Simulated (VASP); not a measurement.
# SiO2 (P4_2/mnm) in VASP: a series of runs, part 2 of 2

VASP 6.6.1. Earlier steps stand in the parts before.

## (4) Single point, PBE (volume 7.078 Å^3 an atom, c/a of the conventional cell 0.6951)

INCAR

```
SYSTEM = SiO2
PREC     = Accurate       ! precision mode
ENCUT    = 520            ! plane-wave cutoff, eV
EDIFF    = 1E-6           ! SCF threshold, eV
ISMEAR   = 0              ! smearing method
SIGMA    = 0.05           ! smearing width, eV
LREAL    = .False.        ! projectors in reciprocal space
LASPH    = .True.         ! aspherical terms in the spheres
NELM     = 100            ! most SCF steps
ALGO     = Normal         ! electronic algorithm
ISIF     = 2              ! what is computed and relaxed
LWAVE    = .False.        ! write WAVECAR
LCHARG   = .True.         ! write CHGCAR
GGA      = PE             ! functional
LELF     = .True.         ! ELF
LVHAR    = .True.       
NBANDS   = 25             ! bands
```

KPOINTS

```
Automatic mesh
0
Gamma
  6 6 10
  0 0 0
```

POSCAR

```
SiO2
1.0
    3.9385664162      0.0000000000      0.0000000000
    0.0000000000      3.9385664162      0.0000000000
    0.0000000000      0.0000000000      2.7376975159
Si O
2 4
Direct
    0.5000000000      0.5000000000      0.5000000000
    0.0000000000      0.0000000000      0.0000000000
    0.6930127928      0.6930127928      0.0000000000
    0.1930127928      0.8069872072      0.5000000000
    0.3069872072      0.3069872072      0.0000000000
    0.8069872072      0.1930127928      0.5000000000
```

Potentials or basis: VASP PAW PBE potentials, release 64 (Si, O).

The run is started by

```sh
> cat potpaw_PBE.64/Si/POTCAR potpaw_PBE.64/O/POTCAR > POTCAR
> mpirun -np 1 vasp_std > vasp.out
```

OUTCAR:

```text
SYSTEM = SiO2
   PREC = Accurate
   ENCUT = 520
   EDIFF = 1E-6
   ISMEAR = 0
   LREAL = .False.
   LASPH = .True.
   NELM = 100
   ISIF = 2
   GGA = PE

 ion  position               nearest neighbor table
   1  0.500  0.500  0.500-   4 1.71   6 1.71   5 1.74   3 1.74   3 1.74   5 1.74   2 3.10   2 3.10
                             2 3.10   2 3.10   2 3.10   2 3.10   2 3.10   2 3.10
   2  0.000  0.000  0.000-   3 1.71   5 1.71   4 1.74   6 1.74   4 1.74   6 1.74   1 3.10   1 3.10
                             1 3.10   1 3.10   1 3.10   1 3.10   1 3.10   1 3.10
   3  0.693  0.693  0.000-   2 1.71   1 1.74   1 1.74
   4  0.193  0.807  0.500-   1 1.71   2 1.74   2 1.74
   5  0.307  0.307  0.000-   2 1.71   1 1.74   1 1.74
   6  0.807  0.193  0.500-   1 1.71   2 1.74   2 1.74

  LATTYP: Found a simple tetragonal cell.
 ALAT       =     3.9385664162
 C/A-ratio  =     0.6951000000

  Lattice vectors:

 A1 = (   3.9385664162,   0.0000000000,   0.0000000000)
 A2 = (   0.0000000000,   3.9385664162,   0.0000000000)
 A3 = (   0.0000000000,   0.0000000000,   2.7376975159)

Analysis of symmetry for initial positions (statically):
=====================================================================
 Subroutine PRICEL returns:
 Original cell was already a primitive cell.

[... 179 lines left out ...]

 E-fermi :   9.8908     XC(G=0): -12.7911

 val. band max:        9.5972052195   @ k =   0.0000   0.0000   0.0000
 cond. band min:      15.4316008524   @ k =   0.0000   0.0000   0.0000
 fundamental gap:      5.8343956329
 Fermi energy:         9.8908082070

 k-point     1 :       0.0000    0.0000    0.0000
  band No.  band energies     occupation
      1     -13.8683      2.00000
      2      -9.5074      2.00000
      3      -9.5074      2.00000
      4      -9.1731      2.00000
      5      -1.7217      2.00000
      6       2.6633      2.00000
[... 661 lines left out ...]
     24      22.4615      0.00000
     25      24.5225      0.00000

 [... further k-points ...]
[... 5 lines left out ...]
  --------------------------------------------------------------------------------------
  -------------------------------------------------------------------------------------
  Total       15.5822791     15.5822791      5.8239077      0.0000000      0.0000000      0.0000000
  in kB      587.8679093    587.8679093    219.7167957      0.0000000      0.0000000      0.0000000
  external PRESSURE =     465.1508714 kB  Pullay stress =       0.0000000 kB

 VOLUME and BASIS-vectors are now :
 -----------------------------------------------------------------------------
  energy-cutoff  :      520.00
  volume of cell :       42.47
      direct lattice vectors                 reciprocal lattice vectors
     3.938566416  0.000000000  0.000000000     0.253899489  0.000000000  0.000000000
     0.000000000  3.938566416  0.000000000     0.000000000  0.253899489  0.000000000
     0.000000000  0.000000000  2.737697516     0.000000000  0.000000000  0.365270449

 POSITION                                       TOTAL-FORCE (eV/Angst)
 -----------------------------------------------------------------------------------
      1.96928      1.96928      1.36885        -0.000000      0.000000      0.000000
      0.00000      0.00000      0.00000        -0.000000      0.000000      0.000000
      2.72948      2.72948      0.00000         0.799533      0.799533     -0.000000
      0.76019      3.17837      1.36885         0.799533     -0.799533      0.000000
      1.20909      1.20909      0.00000        -0.799533     -0.799533      0.000000
      3.17837      0.76019      1.36885        -0.799533      0.799533     -0.000000
 -----------------------------------------------------------------------------------
    total drift:                               -0.000000      0.000000     -0.000000

  FREE ENERGIE OF THE ION-ELECTRON SYSTEM (eV)
  ---------------------------------------------------
  free  energy   TOTEN  =       -45.2768321720 eV

  energy  without entropy=      -45.2768321720  energy(sigma->0) =      -45.27683217
```

stdout:

```text
POSCAR found type information on POSCAR SiO
 POSCAR found :  2 types and       6 ions
 scaLAPACK will be used
 LDA part: xc-table for (Slater+PW92), standard interpolation
 POSCAR, INCAR and KPOINTS ok, starting setup
 FFT: planning ... GRIDC
 FFT: planning ... GRID_SOFT
 FFT: planning ... GRID
 WAVECAR not read
 entering main loop
```

Run time: 41 s. Hardware: 1 thread of Intel Xeon Platinum 8488C (Sapphire Rapids), shared host; peak memory 0.17 GiB.

Results:

| Item | Value |
| --- | --- |
| Free energy | -45.2768 eV |
| Pressure | 46.5 GPa |
| Largest force | 1.131 eV/Å |
| Band gap on the k mesh | 5.83 eV, direct |

Forces in eV/Å, atoms in the order of the input:
```
Si   0.000  0.000  0.000
Si   0.000  0.000  0.000
O    0.800  0.800  0.000
O    0.800 -0.800  0.000
O   -0.800 -0.800  0.000
O   -0.800  0.800  0.000
```

Stress tensor (GPa, compression positive):
```
58.79  0.00  0.00
 0.00 58.79  0.00
 0.00  0.00 21.97
```

Caveat: forces of over 1 eV/Å act on the atoms, so gaps and moduli don't describe the material at rest.

## (5) Single point, PBE (volume 7.078 Å^3 an atom, c/a of the conventional cell 0.5801)

INCAR

```
ALGO = Normal
EDIFF = 1E-6
ENCUT = 520
GGA = PE
ISIF = 2
ISMEAR = 0
LASPH = True
LCHARG = False
LREAL = False
LWAVE = False
NBANDS = 25
NELM = 80
PREC = Accurate
SIGMA = 0.05
```

KPOINTS

```
k-points
0
Gamma
  6 6 10
```

Changes to POSCAR since step 4:

```diff
@@ -2,5 +2,5 @@
 1.0
-    3.9385664162      0.0000000000      0.0000000000
-    0.0000000000      3.9385664162      0.0000000000
-    0.0000000000      0.0000000000      2.7376975159
+    4.1833061375      0.0000000000      0.0000000000
+    0.0000000000      4.1833061375      0.0000000000
+    0.0000000000      0.0000000000      2.4267358904
 Si O
```

The run is started by

```sh
> cat potpaw_PBE.64/Si/POTCAR potpaw_PBE.64/O/POTCAR > POTCAR
> mpirun -np 1 vasp_std > vasp.out
```

It took 30 s on 1 thread of Intel Xeon Platinum 8488C (Sapphire Rapids), shared host; peak memory 0.17 GiB.

Results (log left out):

- Free energy: -44.8118 eV
- Pressure: 58.7 GPa
- Largest force: 0.900 eV/Å
- Band gap on the k mesh: 7.57 eV, direct

Forces in eV/Å, atoms in the order of the input:
```
Si   0.000  0.000  0.000
Si   0.000  0.000  0.000
O    0.636  0.636  0.000
O    0.636 -0.636  0.000
O   -0.636 -0.636  0.000
O   -0.636  0.636  0.000
```

Stress tensor (GPa, compression positive):
```
 34.36   0.00   0.00
  0.00  34.36   0.00
  0.00   0.00 107.40
```

Levels at points of the mesh, in eV from the valence-band top:
| k point | band 12 | band 13 | band 14 | band 15 | band 16 | band 17 | band 18 | band 19 | band 20 | band 21 |
| --- | --- | --- | --- | --- | --- | --- | --- | --- | --- | --- |
| (0.00, 0.00, 0.00) | -2.63 | -1.93 | -0.97 | -0.97 | 0.00 | 7.57 | 8.84 | 10.80 | 10.80 | 11.49 |
| (0.50, 0.00, 0.00) | -3.63 | -2.22 | -2.22 | -1.25 | -1.25 | 9.86 | 9.86 | 10.79 | 10.79 | 11.67 |
| (0.50, 0.50, 0.00) | -2.82 | -2.72 | -2.72 | -2.53 | -2.53 | 9.50 | 9.50 | 11.79 | 11.79 | 13.47 |
| (0.00, 0.00, 0.50) | -4.93 | -3.04 | -3.04 | -2.93 | -2.93 | 10.29 | 10.29 | 13.04 | 13.04 | 13.57 |
| (0.50, 0.00, 0.50) | -4.26 | -2.57 | -2.57 | -1.86 | -1.86 | 9.65 | 9.65 | 10.17 | 10.17 | 12.73 |
| (0.50, 0.50, 0.50) | -4.83 | -2.08 | -2.08 | -1.64 | -1.64 | 8.16 | 8.16 | 11.50 | 11.50 | 11.83 |

## (6) Summary

| cell | gap on the mesh (eV) | pressure (GPa) | largest force (eV/Å) |
| --- | --- | --- | --- |
| a = 4.059, b = 4.059, c = 2.578 Å, 6 atoms | 7.10 | 50.4 | 1.07 |
| a = 4.100, b = 4.100, c = 2.526 Å, 6 atoms | 7.52 | 52.7 | 1.03 |
| a = 3.939, b = 3.939, c = 2.738 Å, 6 atoms | 5.83 | 46.5 | 1.13 |
| a = 4.183, b = 4.183, c = 2.427 Å, 6 atoms | 7.57 | 58.7 | 0.90 |

Alike in all rows: task single point; level PBE; potentials or basis VASP PAW PBE potentials, release 64 (Si, O); no spin polarisation; k mesh 6 × 6 × 10; cutoff (eV) 520; smearing gaussian 0.05 eV.

Caveats: forces of over 1 eV/Å act on the atoms, so gaps and moduli don't describe the material at rest (some runs).

Total energies depend on the potentials used, so only differences within one code and one set of settings carry meaning.
